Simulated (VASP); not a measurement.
# RbBr in VASP: notebook

The runs below take RbBr through single point, with PBEsol.

Program: VASP 6.6.1. These are calculated values, not measurements. Logs are shortened: lines on timing, memory, paths and dates and some standing lists are left out, and cuts for length are marked.

### Step 1. The cell of the first run

It takes space group Pm-3m (No. 221, cubic). The conventional cell has a = 3.920 Å, b = 3.920 Å, c = 3.920 Å, α = 90.00°, β = 90.00°, γ = 90.00°. Within 4.5 Å of Rb (site symmetry m-3m) lie 8 Br at 3.39 Å and 6 Rb at 3.92 Å. Within 4.5 Å of Br (site symmetry m-3m) lie 8 Rb at 3.39 Å and 6 Br at 3.92 Å.

### Step 2. Single point, PBEsol (strain -0.050 along x and y, -0.050 along z)

Input file INCAR:

```
  PREC = Accurate
  ENCUT = 520
  EDIFF = 1E-7
  ISMEAR = 0
  SIGMA = 0.05
  LREAL = False
  LASPH = True
  NELM = 80
  ALGO = Normal
  ISIF = 2
  LWAVE = False
  LCHARG = False
  GGA = PS
  NBANDS = 15
```

Input file KPOINTS:

```
regular mesh
0
Gamma
  6 6 6
```

Input file POSCAR:

```
RbBr
1.0
    3.9197734350      0.0000000000      0.0000000000
    0.0000000000      3.9197734350      0.0000000000
    0.0000000000      0.0000000000      3.9197734350
Rb Br
1 1
Direct
    0.0000000000      0.0000000000      0.0000000000
    0.5000000000      0.5000000000      0.5000000000
```

Potentials or basis: VASP PAW PBE potentials, release 64 (Rb_sv, Br).

Command:

```bash
$ cat potpaw_PBE.64/Rb_sv/POTCAR potpaw_PBE.64/Br/POTCAR > POTCAR
$ mpirun -np 1 vasp_std > vasp.out
```

OUTCAR:

```text
PREC = Accurate
   ENCUT = 520
   EDIFF = 1E-7
   ISMEAR = 0
   LREAL = False
   LASPH = True
   NELM = 80
   ISIF = 2
   GGA = PS

 ion  position               nearest neighbor table
   1  0.000  0.000  0.000-   2 3.39   2 3.39   2 3.39   2 3.39   2 3.39   2 3.39   2 3.39   2 3.39

   2  0.500  0.500  0.500-   1 3.39   1 3.39   1 3.39   1 3.39   1 3.39   1 3.39   1 3.39   1 3.39

  LATTYP: Found a simple cubic cell.
 ALAT       =     3.9197734350

  Lattice vectors:

 A1 = (   3.9197734350,   0.0000000000,   0.0000000000)
 A2 = (   0.0000000000,   3.9197734350,   0.0000000000)
 A3 = (   0.0000000000,   0.0000000000,   3.9197734350)

Analysis of symmetry for initial positions (statically):
=====================================================================
 Subroutine PRICEL returns:
 Original cell was already a primitive cell.

 Routine SETGRP: Setting up the symmetry group for a
 simple cubic supercell.

 Subroutine GETGRP returns: Found 48 space group operations
 (whereof 48 operations were pure point group operations)
 out of a pool of 48 trial point group operations.

The static configuration has the point symmetry O_h .

Analysis of symmetry for dynamics (positions and initial velocities):
=====================================================================
 Subroutine PRICEL returns:
 Original cell was already a primitive cell.

 Routine SETGRP: Setting up the symmetry group for a
 simple cubic supercell.

 Subroutine GETGRP returns: Found 48 space group operations
 (whereof 48 operations were pure point group operations)
 out of a pool of 48 trial point group operations.

The dynamic configuration has the point symmetry O_h .

 Subroutine INISYM returns: Found 48 space group operations
 (whereof 48 operations are pure point group operations),
 and found     1 'primitive' translations

----------------------------------------------------------------------------------------

                                     Primitive cell

  volume of cell :      60.2258

  direct lattice vectors                    reciprocal lattice vectors
     3.919773435  0.000000000  0.000000000     0.255116786  0.000000000  0.000000000
     0.000000000  3.919773435  0.000000000     0.000000000  0.255116786  0.000000000
     0.000000000  0.000000000  3.919773435     0.000000000  0.000000000  0.255116786

  length of vectors
     3.919773435  3.919773435  3.919773435     0.255116786  0.255116786  0.255116786

  position of ions in fractional coordinates (direct lattice)
     0.000000000  0.000000000  0.000000000
[... 84 lines left out ...]
   NELECT =      16.0000    total number of electrons
   NUPDOWN=      -1.0000    fix difference up-down
   EMIN   =  10.00;   EMAX   =-10.00  energy-range for DOS
   EFERMI =   0.00;   METHOD = LEGACY
   ISMEAR =     0;   SIGMA  =   0.05  broadening in eV -4-tet -1-fermi 0-gaus
   EFERMI_NEDOS =   21; number of points for ismear=-14 and -15
   IALGO  =     38    algorithm
   IMIX   =      4    mixing-type and parameters
     AMIX     =   0.40;   BMIX     =  1.00
     AMIX_MAG =   1.60;   BMIX_MAG =  1.00
  volume/ion in A,a.u.               =      30.11       203.21
  Fermi-wavevector in a.u.,A,eV,Ry     =   1.052415  1.988777 15.069516  1.107578
  Thomas-Fermi vector in A             =   2.187497
   LORBIT       =      0    0 simple, 1 ext, 2 COOP (PROOUT), +10 PAW based schemes
   GGA     = PS    functional components
   LHFCALC =     F    Hartree Fock is set to
   AEXX    =    0.0000 exact exchange contribution
   IVDW    =     0    specifies the selected vdW correction
   LEPSILON=     F    determine dielectric tensor
   LRPA    =     F    only Hartree local field effects (RPA)
 non-spin polarized calculation
 Gauss-broadening in eV      SIGMA  =   0.05
  energy-cutoff  :      520.00
  volume of cell :       60.23
 maximum number of plane-waves:      1647
 NGX is ok and might be reduce to    30
   NGX = 15   NGY = 15   NGZ = 15

 number of electron      16.0000001 magnetization

 Free energy of the ion-electron system (eV)
  ---------------------------------------------------
  ext. energy  EPLUGINS =         0.00000000
  ---------------------------------------------------
  free energy    TOTEN  =        -6.24407276 eV

  energy without entropy =       -6.24407276  energy(sigma->0) =       -6.24407276

 E-fermi :   0.2828     XC(G=0):  -8.8110

 val. band max:        0.0475675177   @ k =   0.5000   0.5000   0.0000
 cond. band min:       4.5259265271   @ k =   0.0000   0.0000   0.0000
 fundamental gap:      4.4783590094
 Fermi energy:         0.2828468659

 k-point     1 :       0.0000    0.0000    0.0000
  band No.  band energies     occupation
      1     -24.8094      2.00000
      2     -12.8830      2.00000
      3      -8.7708      2.00000
      4      -8.7708      2.00000
      5      -8.7708      2.00000
      6      -0.1042      2.00000
      7      -0.1042      2.00000
      8      -0.1042      2.00000
      9       4.5259      0.00000
     10       5.2534      0.00000
     11       5.2534      0.00000
     12      10.3410      0.00000
     13      10.3410      0.00000
     14      10.3410      0.00000
[... 329 lines left out ...]
      2     -12.4292      2.00000
      3      -9.1199      2.00000
      4      -9.1199      2.00000
      5      -9.1199      2.00000
      6      -1.7535      2.00000
      7      -1.7535      2.00000
      8      -1.7535      2.00000
      9       8.6983      0.00000
     10       8.6983      0.00000
     11       8.6983      0.00000
     12      10.1323      0.00000
     13      10.1323      0.00000
     14      10.1323      0.00000
     15      13.1039      0.00000

------------------------ aborting loop because EDIFF is reached ----------------------------------------

  FORCE on cell =-STRESS in cart. coord.  units (eV):
  Direction    XX          YY          ZZ          XY          YZ          ZX
  --------------------------------------------------------------------------------------
  -------------------------------------------------------------------------------------
  Total        1.0222106      1.0222106      1.0222106      0.0000000      0.0000000      0.0000000
  in kB       27.1936858     27.1936858     27.1936858      0.0000000      0.0000000      0.0000000
  external PRESSURE =      27.1936858 kB  Pullay stress =       0.0000000 kB

 VOLUME and BASIS-vectors are now :
 -----------------------------------------------------------------------------
  energy-cutoff  :      520.00
  volume of cell :       60.23
      direct lattice vectors                 reciprocal lattice vectors
     3.919773435  0.000000000  0.000000000     0.255116786  0.000000000  0.000000000
     0.000000000  3.919773435  0.000000000     0.000000000  0.255116786  0.000000000
     0.000000000  0.000000000  3.919773435     0.000000000  0.000000000  0.255116786

 POSITION                                       TOTAL-FORCE (eV/Angst)
 -----------------------------------------------------------------------------------
      0.00000      0.00000      0.00000         0.000000      0.000000      0.000000
      1.95989      1.95989      1.95989         0.000000      0.000000      0.000000
 -----------------------------------------------------------------------------------
    total drift:                                0.000000      0.000000     -0.000000

  FREE ENERGIE OF THE ION-ELECTRON SYSTEM (eV)
  ---------------------------------------------------
  free  energy   TOTEN  =        -6.2440727645 eV

  energy  without entropy=       -6.2440727645  energy(sigma->0) =       -6.24407276
```

OSZICAR:

```text
N       E                     dE             d eps       ncg     rms          rms(c)
DAV:   1     0.727185495218E+02    0.72719E+02   -0.70716E+03   600   0.941E+02
DAV:   2    -0.208389434680E+01   -0.74802E+02   -0.69177E+02   811   0.167E+02
DAV:   3    -0.634849739249E+01   -0.42646E+01   -0.42463E+01   783   0.391E+01
DAV:   4    -0.644013858935E+01   -0.91641E-01   -0.91630E-01   868   0.580E+00
DAV:   5    -0.644138822440E+01   -0.12496E-02   -0.12496E-02   834   0.593E-01    0.348E+00
DAV:   6    -0.627171414675E+01    0.16967E+00   -0.13933E-01   712   0.229E+00    0.239E+00
DAV:   7    -0.624299606654E+01    0.28718E-01   -0.86093E-02   733   0.183E+00    0.105E+00
DAV:   8    -0.624410299540E+01   -0.11069E-02   -0.10842E-02   716   0.612E-01    0.109E-01
DAV:   9    -0.624401268574E+01    0.90310E-04   -0.26515E-04   789   0.102E-01    0.485E-02
DAV:  10    -0.624407111548E+01   -0.58430E-04   -0.14783E-04   721   0.754E-02    0.102E-02
DAV:  11    -0.624407173427E+01   -0.61880E-06   -0.48911E-06   762   0.142E-02    0.639E-03
DAV:  12    -0.624407274688E+01   -0.10126E-05   -0.15574E-06   691   0.929E-03    0.103E-03
DAV:  13    -0.624407276447E+01   -0.17593E-07   -0.81863E-08   721   0.191E-03
   1 F= -.62440728E+01 E0= -.62440728E+01  d E =-.947711E-13
```

Wall time 17 s (1 thread of AMD EPYC 7R13 (Zen 3), shared host); peak memory 0.14 GiB.

What came out:

| Property | Result |
| --- | --- |
| Free energy | -6.2441 eV |
| Pressure | 2.7 GPa |
| Band gap on the k mesh | 4.48 eV (least direct gap 4.63 eV) |

Caveat: the cell differs from its parent crystal (strain -0.050 along x and y, -0.050 along z); the PAW data sets were made with another functional, which shifts forces and pressure a little.

(Continued in part 2 of 2.)
